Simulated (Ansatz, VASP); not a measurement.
One calculation of Nb4H, two programs

INCAR

```
PREC = Accurate
ENCUT = 520
EDIFF = 1E-6
ISMEAR = 0
SIGMA = 0.1
LREAL = False
LASPH = True
NELM = 60
ALGO = Normal
ISIF = 2
LWAVE = False
LCHARG = False
LDIPOL = True
IDIPOL = 3
DIPOL = 0.5 0.5 0.345
GGA = CA
NBANDS = 34
```

File KPOINTS:

```
Automatic mesh
0
Gamma
  9 7 1
```

File POSCAR:

```
Nb4H
1.0
    2.9270177669      0.0000000000      0.0000000000
    0.0000000000      4.1394282232      0.0000000000
    0.0000000000      0.0000000000     21.2576690685
Nb H
4 1
Direct
    0.5000000000      0.5000000000      0.1881673850
    0.0000000000      0.0000000000      0.2570135449
    0.5000000000      0.5000000000      0.3306382692
    0.0000000000      0.0000000000      0.3884559987
    0.0000000000      0.3333333333      0.5629812483
```

Input for Ansatz:

```yaml
crystal:
  lattice:
    - [2.9270177669, 0.0, 0.0]
    - [0.0, 4.1394282232, 0.0]
    - [0.0, 0.0, 21.2576690685]
  atoms:
    - { symbol: Nb, position: [0.5, 0.5, 0.188167385] }
    - { symbol: Nb, position: [0.0, 0.0, 0.2570135449] }
    - { symbol: Nb, position: [0.5, 0.5, 0.3306382692] }
    - { symbol: Nb, position: [0.0, 0.0, 0.3884559987] }
    - { symbol: H, position: [0.0, 0.3333333333, 0.5629812483] }
basis:
  ecutwfc: 420
kpoints:
  mp_grid: { grid: [9, 7, 1] }
hamiltonian:
  xc: lda
scf:
  occupations: { method: gaussian, width: 0.1 }
output:
  forces: true
  eigenvalues: true
efield:
  axis: 3
  dipole_correction: true
  ramp_width: 0.04
```

Alike in both runs: task single point; functional LDA; k mesh 9 × 7 × 1; occupations gaussian, width 0.1 eV; no spin polarisation.

```csv
,VASP,Ansatz
version,VASP 6.6.1,Ansatz 0.2.0
potentials or method,"VASP PAW LDA potentials, release 64 (Nb_sv, H), cutoff 520 eV","scalar-relativistic, plane waves, PAW"
valence electrons in the cell,53,53
```

Ansatz gave:

```
gap on the k mesh at the Fermi level (eV) : none
rms of the force components (eV/Å)        : 0.553
```

Question: Which values does VASP return?

Answer: gap on the k mesh at the Fermi level (eV): none; rms of the force components (eV/Å): 0.554.

LDA's correlation is that of Perdew and Zunger in VASP and of Perdew and Wang (1992) in Ansatz. Atom by atom the forces differ by 0.001 eV/Å (rms over components). A gap of «none» marks a metal or a gap that the smearing closes.
